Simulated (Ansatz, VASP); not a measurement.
## Two plane-wave programs on Re

```xyz
4
Lattice="2.7664 0.0000 0.0000 -1.3832 2.3958 0.0000 0.0000 0.0000 8.9388" Properties=species:S:1:pos:R:3 pbc="T T T"
Re    1.3832    0.7986    6.7041
Re    0.0000    0.0000    4.4694
Re    0.0000    1.5972    2.2347
Re    0.0000    0.0000    0.0000
```

Alike in both runs: task relaxation of cell and atoms; functional LDA; k mesh 11 × 11 × 3; occupations fermi-dirac, width 0.05 eV; no spin polarisation.

```csv
,VASP,Ansatz
version,VASP 6.6.1,Ansatz 0.2.0
potentials or method,"VASP PAW LDA potentials, release 64 (Re_sv_GW)",Ansatz PAW
plane-wave cutoff (eV),560,420
valence electrons in the cell,60,60
```

|  | VASP | Ansatz | Ansatz less VASP |
| --- | --- | --- | --- |
| gap on the k mesh at the Fermi level, each at its own relaxed structure (eV) | none | none | - |
| relaxed volume (Å³/atom) | 14.33 | 14.32 | -0.007 |
| relaxed length of the cell vector where the two differ most in proportion (Å) | 2.737 | 2.736 | -0.0007 |

LDA's correlation is that of Perdew and Zunger in VASP and of Perdew and Wang (1992) in Ansatz. A gap of «none» marks a metal or a gap that the smearing closes.

Spin-orbit coupling is off throughout. Noted on Ansatz's run: the plane-wave basis is chosen anew once the cell has moved, so the energies of steps on either side of that aren't comparable.
